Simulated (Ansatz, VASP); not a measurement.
**Ta in VASP and in Ansatz**

INCAR

```
PREC = Accurate ; ENCUT = 500
EDIFF = 1E-6 ; ISMEAR = -1
SIGMA = 0.1 ; LREAL = False
LASPH = True ; NELM = 120
ALGO = Normal ; ISIF = 2
LWAVE = False ; LCHARG = False
GGA = B5 ; ALDAX = 1.0
AGGAX = 1.0 ; AGGAC = 1.0
ALDAC = 0.0 ; NBANDS = 20
GGA_COMPAT = False
```

File KPOINTS:

```
regular mesh
0
Gamma
  14 14 7
```

The input POSCAR:

```
Ta
1.0
    2.8781690972      0.0000000000      0.0000000000
   -1.4390845486      2.4925675545      0.0000000000
    0.0000000000      0.0000000000      5.1813970059
Ta
2
Direct
    0.3333333333      0.6666666667      0.2500000000
    0.6666666667      0.3333333333      0.7500000000
```

Input for Ansatz:

```yaml
crystal:
  lattice:
    - [2.8781690972, 0.0, 0.0]
    - [-1.4390845486, 2.4925675545, 0.0]
    - [0.0, 0.0, 5.1813970059]
  atoms:
    - { symbol: Ta, position: [0.3333333333, 0.6666666667, 0.25] }
    - { symbol: Ta, position: [0.6666666667, 0.3333333333, 0.75] }
hamiltonian:
  xc: blyp
  pseudopotentials:
    kind: paw
    azcp:
      Ta: "pseudopotentials/Ta.paw.azcp"
basis:
  ecutwfc: 420
  fft_grid_basis: typed
kpoints:
  mp_grid: { grid: [14, 14, 7], shift: [0, 0, 0] }
magnetization:
  spin_polarized: false
scf:
  occupations: { method: fermi_dirac, width: 0.1 }
  lower_state_search: "off"
output:
  stress: true
```

Alike in both runs: task single point; functional BLYP; k mesh 14 × 14 × 7; occupations fermi-dirac, width 0.1 eV; no spin polarisation.

```csv
,VASP,Ansatz
version,VASP 6.6.1,Ansatz 0.2.0
potentials or method,"VASP PAW PBE potentials, release 64 (Ta_sv_GW), cutoff 500 eV","plane waves (420 eV) with PAW, scalar-relativistic"
valence electrons in the cell,26,26
```

|  | VASP | Ansatz | Ansatz less VASP |
| --- | --- | --- | --- |
| pressure (GPa) | 7.5 | 8.0 | +0.46 |
| traceless stress, the component that is largest in VASP (GPa) | -0.95 | -1.12 | -0.174 |

VASP's potentials were made for PBE, not for BLYP. The functional is the same, so the differences come from potentials, cutoffs and numerics.

Spin-orbit coupling is off throughout.
